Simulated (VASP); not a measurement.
Set up this calculation in VASP 6.6.1, as the native input.

```
Task                   : single point
Functional             : PBE
Potentials or basis    : VASP PAW PBE potentials, release 64 (Sn_d, O)
Cutoff                 : 520 eV
k mesh                 : 6 × 6 × 8
Occupations            : gaussian, width 0.02 eV
Spin                   : no spin polarisation
Dipole correction      : no
Further INCAR settings : ALGO = Normal; EDIFF = 1e-06; NBANDS = 35
```

The structure of SnO2 lies in POSCAR:

```
SnO2
1.0
    4.7669924367      0.0000000000      0.0000000000
    0.0000000000      4.7669924367      0.0000000000
    0.0000000000      0.0000000000      3.2210615833
Sn O
2 4
Direct
    0.0000000000      0.0000000000      0.0000000000
    0.5000000000      0.5000000000      0.5000000000
    0.3060051126      0.3060051126      0.0000000000
    0.1939948874      0.8060051126      0.5000000000
    0.6939948874      0.6939948874      0.0000000000
    0.8060051126      0.1939948874      0.5000000000
```

One way to write it, as run:

INCAR

```
PREC     = Accurate       # precision mode
ENCUT    = 520            # plane-wave cutoff, eV
EDIFF    = 1E-6           # SCF threshold, eV
ISMEAR   = 0              # smearing method
SIGMA    = 0.02           # smearing width, eV
LREAL    = False          # projectors in reciprocal space
LASPH    = True           # aspherical terms in the spheres
NELM     = 100            # most SCF steps
ALGO     = Normal         # electronic algorithm
ISIF     = 2              # what is computed and relaxed
LWAVE    = False          # write WAVECAR
LCHARG   = False          # write CHGCAR
GGA      = PE             # functional
NBANDS   = 35             # bands
```

KPOINTS

```
Automatic mesh
0
Gamma
  6 6 8
```

Potentials or basis: VASP PAW PBE potentials, release 64 (Sn_d, O).

Launch:

```sh
$ cat potpaw_PBE.64/Sn_d/POTCAR potpaw_PBE.64/O/POTCAR > POTCAR
$ mpirun -np 1 vasp_std > vasp.out
```

It gave:

```
Pressure               : 6.2 GPa
Largest force          : 0.015 eV/Å
Band gap on the k mesh : 0.97 eV
```

Caveat: the cell stands under pressure; spin-orbit coupling is left out, which moves the levels of the heavy elements.

Wall time 2.6 min on 1 thread of Intel Xeon 8259CL (shared host), peak memory 0.23 GiB.
